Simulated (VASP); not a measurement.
# AlCu (Pm-3m) in VASP: notebook

The runs below take AlCu through single point, with PBEsol.

Program: VASP 6.6.1. These are calculated values, not measurements. Logs are shortened: lines on timing, memory, paths and dates and some standing lists are left out, and cuts for length are marked.

### 1 The cell of the first run

The structure is cubic, space group Pm-3m (No. 221). The conventional cell has a = 2.926 Å, b = 2.926 Å, c = 2.926 Å, α = 90.00°, β = 90.00°, γ = 90.00°. Al (site symmetry m-3m) has 8 Cu at 2.53 Å and 6 Al at 2.93 Å within 3.3 Å. Cu (site symmetry m-3m) has 8 Al at 2.53 Å and 6 Cu at 2.93 Å within 3.3 Å.

### 2 Single point, PBEsol (volume scaled by 0.97)

INCAR reads:

```
ALGO = Normal
EDIFF = 1E-6
ENCUT = 600
GGA = PS
GGA_COMPAT = F
ISIF = 2
ISMEAR = 0
LASPH = T
LCHARG = T
LELF = T
LREAL = F
LVHAR = T
LWAVE = F
NBANDS = 14
NELM = 120
PREC = Accurate
SIGMA = 0.1
```

KPOINTS reads:

```
k-points
0
Gamma
  14 14 14
```

POSCAR reads:

```
AlCu
1.0
    2.9261430446      0.0000000000      0.0000000000
    0.0000000000      2.9261430446      0.0000000000
    0.0000000000      0.0000000000      2.9261430446
Al Cu
1 1
Direct
    0.0000000000      0.0000000000      0.0000000000
    0.5000000000      0.5000000000      0.5000000000
```

Potentials or basis: VASP PAW PBE potentials, release 64 (Al, Cu).

Command:

```sh
> cat potpaw_PBE.64/Al/POTCAR potpaw_PBE.64/Cu/POTCAR > POTCAR
> mpirun -np 1 vasp_std > vasp.out
```

OUTCAR:

```text
EDIFF = 1E-6
   ENCUT = 600
   GGA = PS
   ISIF = 2
   ISMEAR = 0
   LASPH = T
   LREAL = F
   NELM = 120
   PREC = Accurate

 ion  position               nearest neighbor table
   1  0.000  0.000  0.000-   2 2.53   2 2.53   2 2.53   2 2.53   2 2.53   2 2.53   2 2.53   2 2.53

   2  0.500  0.500  0.500-   1 2.53   1 2.53   1 2.53   1 2.53   1 2.53   1 2.53   1 2.53   1 2.53

  LATTYP: Found a simple cubic cell.
 ALAT       =     2.9261430446

  Lattice vectors:

 A1 = (   2.9261430446,   0.0000000000,   0.0000000000)
 A2 = (   0.0000000000,   2.9261430446,   0.0000000000)
 A3 = (   0.0000000000,   0.0000000000,   2.9261430446)

Analysis of symmetry for initial positions (statically):
=====================================================================
 Subroutine PRICEL returns:
 Original cell was already a primitive cell.

 Routine SETGRP: Setting up the symmetry group for a
 simple cubic supercell.

 Subroutine GETGRP returns: Found 48 space group operations
 (whereof 48 operations were pure point group operations)
 out of a pool of 48 trial point group operations.

The static configuration has the point symmetry O_h .

Analysis of symmetry for dynamics (positions and initial velocities):
=====================================================================
 Subroutine PRICEL returns:
 Original cell was already a primitive cell.

 Routine SETGRP: Setting up the symmetry group for a
 simple cubic supercell.

 Subroutine GETGRP returns: Found 48 space group operations
 (whereof 48 operations were pure point group operations)
 out of a pool of 48 trial point group operations.

The dynamic configuration has the point symmetry O_h .

 Subroutine INISYM returns: Found 48 space group operations
 (whereof 48 operations are pure point group operations),
 and found     1 'primitive' translations

----------------------------------------------------------------------------------------

                                     Primitive cell

  volume of cell :      25.0546

  direct lattice vectors                    reciprocal lattice vectors
     2.926143045  0.000000000  0.000000000     0.341746793  0.000000000  0.000000000
     0.000000000  2.926143045  0.000000000     0.000000000  0.341746793  0.000000000
     0.000000000  0.000000000  2.926143045     0.000000000  0.000000000  0.341746793

  length of vectors
     2.926143045  2.926143045  2.926143045     0.341746793  0.341746793  0.341746793

  position of ions in fractional coordinates (direct lattice)
     0.000000000  0.000000000  0.000000000
     0.500000000  0.500000000  0.500000000

  ion indices of the primitive-cell ions
[... 76 lines left out ...]
   LREAL  =      F    real-space projection
[... 7 lines left out ...]
   TEBEG  =    0.0;   TEEND  =   0.0 temperature during run
   PSTRESS=    0.0 pullay stress
   NELECT =      14.0000    total number of electrons
   NUPDOWN=      -1.0000    fix difference up-down
   EMIN   =  10.00;   EMAX   =-10.00  energy-range for DOS
   EFERMI =   0.00;   METHOD = LEGACY
   ISMEAR =     0;   SIGMA  =   0.10  broadening in eV -4-tet -1-fermi 0-gaus
   EFERMI_NEDOS =   21; number of points for ismear=-14 and -15
   IALGO  =     38    algorithm
   IMIX   =      4    mixing-type and parameters
     AMIX     =   0.40;   BMIX     =  1.00
     AMIX_MAG =   1.60;   BMIX_MAG =  1.00
  volume/ion in A,a.u.               =      12.53        84.54
  Fermi-wavevector in a.u.,A,eV,Ry     =   1.348410  2.548125 24.738242  1.818209
  Thomas-Fermi vector in A             =   2.476081
   LORBIT       =      0    0 simple, 1 ext, 2 COOP (PROOUT), +10 PAW based schemes
   GGA     = PS    functional components
   LHFCALC =     F    Hartree Fock is set to
   AEXX    =    0.0000 exact exchange contribution
   IVDW    =     0    specifies the selected vdW correction
   LEPSILON=     F    determine dielectric tensor
   LRPA    =     F    only Hartree local field effects (RPA)
 non-spin polarized calculation
 Gauss-broadening in eV      SIGMA  =   0.10
  energy-cutoff  :      600.00
  volume of cell :       25.05
 maximum number of plane-waves:       861
 NGX is ok and might be reduce to    24
   NGX = 11   NGY = 11   NGZ = 11

 number of electron      13.9999996 magnetization

 Free energy of the ion-electron system (eV)
  ---------------------------------------------------
  ext. energy  EPLUGINS =         0.00000000
  ---------------------------------------------------
  free energy    TOTEN  =        -8.69554178 eV

  energy without entropy =       -8.69224487  energy(sigma->0) =       -8.69389332

 E-fermi :   9.8921     XC(G=0): -11.9525

 val. band max:        9.8329128834   @ k =   0.2143   0.1429   0.0714
 cond. band min:       9.8974443371   @ k =   0.5000   0.5000   0.3571
 fundamental gap:      0.0645314537
 Fermi energy:         9.8920886222

 k-point     1 :       0.0000    0.0000    0.0000
  band No.  band energies     occupation
      1      -2.1880      2.00000
      2       4.5979      2.00000
      3       4.5979      2.00000
      4       5.7397      2.00000
      5       5.7397      2.00000
      6       5.7397      2.00000
      7      13.8984      0.00000
      8      13.8984      0.00000
      9      13.8984      0.00000
     10      16.3077      0.00000
     11      16.3077      0.00000
     12      20.9563      0.00000
     13      28.9525      0.00000
     14      28.9525      0.00000
[... 377 lines left out ...]
      1       0.7509      2.00000
      2       4.1142      2.00000
      3       4.9477      2.00000
      4       5.2881      2.00000
      5       5.3814      2.00000
      6       5.6108      2.00000
      7       7.4722      2.00000
      8      11.7463      0.00000
      9      16.0328      0.00000
     10      17.2697      0.00000
     11      19.7442      0.00000
     12      21.8942      0.00000
     13      24.0745      0.00000
     14      25.6417      0.00000

 [... further k-points ...]
[... 5 lines left out ...]
  --------------------------------------------------------------------------------------
  -------------------------------------------------------------------------------------
  Total        0.7764571      0.7764571      0.7764571      0.0000000      0.0000000     -0.0000000
  in kB       49.6525281     49.6525281     49.6525281      0.0000000      0.0000000     -0.0000000
  external PRESSURE =      49.6525281 kB  Pullay stress =       0.0000000 kB

 VOLUME and BASIS-vectors are now :
 -----------------------------------------------------------------------------
  energy-cutoff  :      600.00
  volume of cell :       25.05
      direct lattice vectors                 reciprocal lattice vectors
     2.926143045  0.000000000  0.000000000     0.341746793  0.000000000  0.000000000
     0.000000000  2.926143045  0.000000000     0.000000000  0.341746793  0.000000000
     0.000000000  0.000000000  2.926143045     0.000000000  0.000000000  0.341746793

 POSITION                                       TOTAL-FORCE (eV/Angst)
 -----------------------------------------------------------------------------------
      0.00000      0.00000      0.00000         0.000000      0.000000      0.000000
      1.46307      1.46307      1.46307         0.000000      0.000000      0.000000
 -----------------------------------------------------------------------------------
    total drift:                                0.000000     -0.000000     -0.000000

  FREE ENERGIE OF THE ION-ELECTRON SYSTEM (eV)
  ---------------------------------------------------
  free  energy   TOTEN  =        -8.6955417794 eV

  energy  without entropy=       -8.6922448688  energy(sigma->0) =       -8.69389332
```

Run time: 48 s. Hardware: 1 thread of Intel Xeon 8259CL, shared host; peak memory 0.18 GiB.

Results:

```
Free energy            : -8.6955 eV
Pressure               : 5.0 GPa
Band gap on the k mesh : zero (band 7 reaches 13.90 eV, above the bottom of band 8 at 9.02 eV)
```

Levels at points of the mesh, in eV from the Fermi level:
```csv
k point,band 5,band 6,band 7,band 8,band 9,band 10
"(0.00, 0.00, 0.00)",-4.15,-4.15,4.01,4.01,4.01,6.42
"(0.50, 0.00, 0.00)",-4.63,-4.09,-3.32,7.24,8.29,8.29
"(0.50, 0.50, 0.00)",-4.00,-4.00,-3.73,-0.87,0.06,10.78
"(0.50, 0.50, 0.50)",-3.71,0.58,0.58,0.58,2.34,2.34
```

Caveat: the cell differs from its parent crystal (volume scaled by 0.97); the PAW data sets were made with another functional, which shifts forces and pressure a little.

### 3 Single point, PBEsol (volume scaled by 1.03)

INCAR reads:

```
SYSTEM = AlCu
PREC = Accurate
ENCUT = 600
EDIFF = 1E-6
ISMEAR = 0
SIGMA = 0.1
LREAL = .False.
LASPH = .True.
NELM = 120
ALGO = Normal
ISIF = 2
LWAVE = .False.
LCHARG = .False.
GGA = PS
NBANDS = 14
GGA_COMPAT = .False.
```

KPOINTS reads:

```
Automatic mesh
0
Gamma
  14 14 14
  0 0 0
```

POSCAR reads:

```
AlCu
1.0
    2.9852729764      0.0000000000      0.0000000000
    0.0000000000      2.9852729764      0.0000000000
    0.0000000000      0.0000000000      2.9852729764
Al Cu
1 1
Direct
    0.0000000000      0.0000000000      0.0000000000
    0.5000000000      0.5000000000      0.5000000000
```

Potentials or basis: VASP PAW PBE potentials, release 64 (Al, Cu).

Command:

```sh
> cat potpaw_PBE.64/Al/POTCAR potpaw_PBE.64/Cu/POTCAR > POTCAR
> mpirun -np 1 vasp_std > vasp.out
```

OUTCAR:

```text
SYSTEM = AlCu
   PREC = Accurate
   ENCUT = 600
   EDIFF = 1E-6
   ISMEAR = 0
   LREAL = .False.
   LASPH = .True.
   NELM = 120
   ISIF = 2
   GGA = PS

 ion  position               nearest neighbor table
   1  0.000  0.000  0.000-   2 2.59   2 2.59   2 2.59   2 2.59   2 2.59   2 2.59   2 2.59   2 2.59

   2  0.500  0.500  0.500-   1 2.59   1 2.59   1 2.59   1 2.59   1 2.59   1 2.59   1 2.59   1 2.59

  LATTYP: Found a simple cubic cell.
 ALAT       =     2.9852729764

  Lattice vectors:

 A1 = (   2.9852729764,   0.0000000000,   0.0000000000)
 A2 = (   0.0000000000,   2.9852729764,   0.0000000000)
[... 587 lines left out ...]
     11      18.6117      0.00000
     12      20.6692      0.00000
     13      22.7905      0.00000
     14      24.2678      0.00000

 [... further k-points ...]
[... 5 lines left out ...]
  --------------------------------------------------------------------------------------
  -------------------------------------------------------------------------------------
  Total       -0.4409308     -0.4409308     -0.4409308      0.0000000      0.0000000     -0.0000000
  in kB      -26.5539359    -26.5539359    -26.5539359      0.0000000      0.0000000     -0.0000000
  external PRESSURE =     -26.5539359 kB  Pullay stress =       0.0000000 kB

 VOLUME and BASIS-vectors are now :
 -----------------------------------------------------------------------------
  energy-cutoff  :      600.00
  volume of cell :       26.60
      direct lattice vectors                 reciprocal lattice vectors
     2.985272976  0.000000000  0.000000000     0.334977742  0.000000000  0.000000000
     0.000000000  2.985272976  0.000000000     0.000000000  0.334977742  0.000000000
     0.000000000  0.000000000  2.985272976     0.000000000  0.000000000  0.334977742

 POSITION                                       TOTAL-FORCE (eV/Angst)
 -----------------------------------------------------------------------------------
      0.00000      0.00000      0.00000         0.000000      0.000000      0.000000
      1.49264      1.49264      1.49264         0.000000      0.000000      0.000000
 -----------------------------------------------------------------------------------
    total drift:                                0.000000      0.000000     -0.000000

  FREE ENERGIE OF THE ION-ELECTRON SYSTEM (eV)
  ---------------------------------------------------
  free  energy   TOTEN  =        -8.7010498997 eV

  energy  without entropy=       -8.6976682392  energy(sigma->0) =       -8.69935907
```

OSZICAR:

```text
N       E                     dE             d eps       ncg     rms          rms(c)
DAV:   1     0.561240950796E+02    0.56124E+02   -0.65946E+03  3466   0.143E+03
DAV:   2    -0.826568543565E+01   -0.64390E+02   -0.58068E+02  3576   0.223E+02
DAV:   3    -0.107579575238E+02   -0.24923E+01   -0.24253E+01  4334   0.483E+01
DAV:   4    -0.108024798646E+02   -0.44522E-01   -0.44499E-01  4100   0.530E+00
DAV:   5    -0.108040307235E+02   -0.15509E-02   -0.15508E-02  4990   0.105E+00    0.128E+01
DAV:   6    -0.115669960710E+02   -0.76297E+00   -0.46208E+01  3924   0.168E+02    0.102E+01
DAV:   7    -0.876970053487E+01    0.27973E+01   -0.86624E+00  4134   0.766E+01    0.141E+00
DAV:   8    -0.872198730838E+01    0.47713E-01   -0.61728E-01  4672   0.182E+01    0.115E+00
DAV:   9    -0.870096636344E+01    0.21021E-01   -0.79555E-02  4538   0.641E+00    0.551E-02
DAV:  10    -0.870118060007E+01   -0.21424E-03   -0.14347E-03  5128   0.552E-01    0.826E-02
DAV:  11    -0.870105070620E+01    0.12989E-03   -0.42489E-04  4462   0.513E-01    0.117E-02
DAV:  12    -0.870104980512E+01    0.90108E-06   -0.30006E-05  5372   0.102E-01    0.692E-03
DAV:  13    -0.870104989966E+01   -0.94545E-07   -0.43026E-07  2254   0.696E-03
   1 F= -.87010499E+01 E0= -.86993591E+01  d E =-.338166E-02
```

Run time: 53 s. Hardware: 1 thread of Intel Xeon 8259CL, shared host; peak memory 0.18 GiB.

Results:

```yaml
Free_energy: -8.7010 eV
Pressure: -2.7 GPa
Band_gap_on_the_k_mesh: zero (band 7 reaches 12.97 eV, above the bottom of band 8 at 8.26 eV)
```

Caveat: the cell differs from its parent crystal (volume scaled by 1.03); the PAW data sets were made with another functional, which shifts forces and pressure a little.

### 4 Single point, PBEsol

This run uses another cell than the first one, of 13.47 Å³/atom, 1.075 times its volume.

INCAR reads:

```
ALGO = Normal
EDIFF = 1E-6
ENCUT = 600
GGA = PS
GGA_COMPAT = F
ISIF = 2
ISMEAR = 0
LASPH = T
LCHARG = F
LREAL = F
LWAVE = F
NBANDS = 14
NELM = 120
PREC = Accurate
SIGMA = 0.1
```

KPOINTS reads:

```
k-points
0
Gamma
  14 14 14
```

POSCAR reads:

```
AlCu
1.0
    2.9975090000      0.0000000000      0.0000000000
    0.0000000000      2.9975090000      0.0000000000
    0.0000000000      0.0000000000      2.9975090000
Al Cu
1 1
Direct
    0.0000000000      0.0000000000      0.0000000000
    0.5000000000      0.5000000000      0.5000000000
```

Command:

```sh
> cat potpaw_PBE.64/Al/POTCAR potpaw_PBE.64/Cu/POTCAR > POTCAR
> mpirun -np 1 vasp_std > vasp.out
```

It took 50 s on 1 thread of Intel Xeon 8259CL, shared host; peak memory 0.18 GiB.

The run converged. Its results:

- Free energy: -8.6933 eV
- Pressure: -4.0 GPa
- Band gap on the k mesh: zero (band 7 reaches 12.79 eV, above the bottom of band 8 at 8.11 eV)

Levels at points of the mesh, in eV from the Fermi level:
```csv
k point,band 3,band 4,band 5,band 6,band 7,band 8,band 9,band 10,band 11,band 12
"(0.00, 0.00, 0.00)",-4.87,-3.86,-3.86,-3.86,3.85,3.85,3.85,6.33,6.33,10.01
"(0.50, 0.00, 0.00)",-4.60,-4.29,-4.29,-3.81,-3.12,7.23,8.07,8.07,8.52,8.52
"(0.50, 0.50, 0.00)",-4.19,-4.19,-3.69,-3.69,-3.48,-0.83,-0.12,10.13,12.85,12.85
"(0.50, 0.50, 0.50)",-5.41,-3.46,-3.46,0.77,0.77,0.77,1.84,2.21,2.21,2.21
```

Caveat: the PAW data sets were made with another functional, which shifts forces and pressure a little.

### 5 Single point, PBEsol (volume scaled by 1.06)

INCAR reads:

```
SYSTEM = AlCu
PREC = Accurate
ENCUT = 600
EDIFF = 1E-6
ISMEAR = 0
SIGMA = 0.1
LREAL = .FALSE.
LASPH = .TRUE.
NELM = 120
ALGO = Normal
ISIF = 2
LWAVE = .FALSE.
LCHARG = .FALSE.
GGA = PS
NBANDS = 14
GGA_COMPAT = .FALSE.
```

KPOINTS reads:

```
regular mesh
0
G
  14 14 14
  0 0 0
```

POSCAR reads:

```
AlCu
1.0
    3.0139792853      0.0000000000      0.0000000000
    0.0000000000      3.0139792853      0.0000000000
    0.0000000000      0.0000000000      3.0139792853
Al Cu
1 1
Direct
    0.0000000000      0.0000000000      0.0000000000
    0.5000000000      0.5000000000      0.5000000000
```

Command:

```sh
> cat potpaw_PBE.64/Al/POTCAR potpaw_PBE.64/Cu/POTCAR > POTCAR
> mpirun -np 1 vasp_std > vasp.out
```

Wall time 48 s (1 thread of Intel Xeon 8259CL, shared host); peak memory 0.18 GiB.

It converged, with:

| Item | Value |
| --- | --- |
| Free energy | -8.6787 eV |
| Pressure | -5.6 GPa |
| Band gap on the k mesh | zero (band 7 reaches 12.55 eV, above the bottom of band 8 at 7.91 eV) |

Levels at points of the mesh, in eV from the Fermi level:
| k point | band 4 | band 5 | band 6 | band 7 | band 8 | band 9 | band 10 | band 11 |
| --- | --- | --- | --- | --- | --- | --- | --- | --- |
| (0.00, 0.00, 0.00) | -3.80 | -3.80 | -3.80 | 3.81 | 3.81 | 3.81 | 6.32 | 6.32 |
| (0.50, 0.00, 0.00) | -4.22 | -4.22 | -3.75 | -3.08 | 7.23 | 8.02 | 8.02 | 8.40 |
| (0.50, 0.50, 0.00) | -4.11 | -3.62 | -3.62 | -3.43 | -0.82 | -0.16 | 9.99 | 12.77 |
| (0.50, 0.50, 0.50) | -3.41 | -3.41 | 0.81 | 0.81 | 0.81 | 1.74 | 2.18 | 2.18 |

Caveat: the cell differs from its parent crystal (volume scaled by 1.06); the PAW data sets were made with another functional, which shifts forces and pressure a little.

### 6 Single point, PBEsol (volume scaled by 1.10)

INCAR reads:

```
  PREC = Accurate
  ENCUT = 600
  EDIFF = 1E-6
  ISMEAR = 0
  SIGMA = 0.1
  LREAL = F
  LASPH = T
  NELM = 120
  ALGO = Normal
  ISIF = 2
  LWAVE = F
  LCHARG = T
  GGA = PS
  LELF = T
  LVHAR = T
  NBANDS = 14
  GGA_COMPAT = F
```

KPOINTS reads:

```
Automatic mesh
0
Gamma
  14 14 14
```

POSCAR reads:

```
AlCu
1.0
    3.0514238505      0.0000000000      0.0000000000
    0.0000000000      3.0514238505      0.0000000000
    0.0000000000      0.0000000000      3.0514238505
Al Cu
1 1
Direct
    0.0000000000      0.0000000000      0.0000000000
    0.5000000000      0.5000000000      0.5000000000
```

Potentials or basis: VASP PAW PBE potentials, release 64 (Al, Cu).

Command:

```sh
> cat potpaw_PBE.64/Al/POTCAR potpaw_PBE.64/Cu/POTCAR > POTCAR
> mpirun -np 1 vasp_std > vasp.out
```

Wall time 40 s (1 thread of Intel Xeon 8259CL, shared host); peak memory 0.18 GiB.

It converged, with:

```yaml
Free_energy: -8.6285 eV
Pressure: -8.9 GPa
Band_gap_on_the_k_mesh: zero (band 7 reaches 12.02 eV, above the bottom of band 8 at 7.48 eV)
```

Levels at points of the mesh, in eV from the Fermi level:
```tsv
k point	band 3	band 4	band 5	band 6	band 7	band 8	band 9	band 10	band 11	band 12
(0.00, 0.00, 0.00)	-4.57	-3.65	-3.65	-3.65	3.74	3.74	3.74	6.28	6.28	9.29
(0.50, 0.00, 0.00)	-4.33	-4.05	-4.05	-3.60	-2.98	7.23	7.92	7.92	8.15	8.15
(0.50, 0.50, 0.00)	-3.95	-3.95	-3.45	-3.45	-3.30	-0.79	-0.24	9.68	12.57	12.57
(0.50, 0.50, 0.50)	-5.09	-3.29	-3.29	0.91	0.91	0.91	1.51	2.13	2.13	2.13
```

Caveat: the cell differs from its parent crystal (volume scaled by 1.10); the PAW data sets were made with another functional, which shifts forces and pressure a little.

### 7 Overview

| cell | gap on the mesh (eV) | pressure (GPa) |
| --- | --- | --- |
| a = 2.926 Å, 2 atoms | none | 5.0 |
| a = 2.985 Å, 2 atoms | none | -2.7 |
| a = 2.998 Å, 2 atoms | none | -4.0 |
| a = 3.014 Å, 2 atoms | none | -5.6 |
| a = 3.051 Å, 2 atoms | none | -8.9 |

Alike in all rows: task single point; level PBEsol; potentials or basis VASP PAW PBE potentials, release 64 (Al, Cu); no spin polarisation; k mesh 14 × 14 × 14; cutoff (eV) 600; smearing gaussian 0.1 eV.

Caveats: the PAW data sets were made with another functional, which shifts forces and pressure a little.

Absolute energies hang on the potentials; compare differences alone.
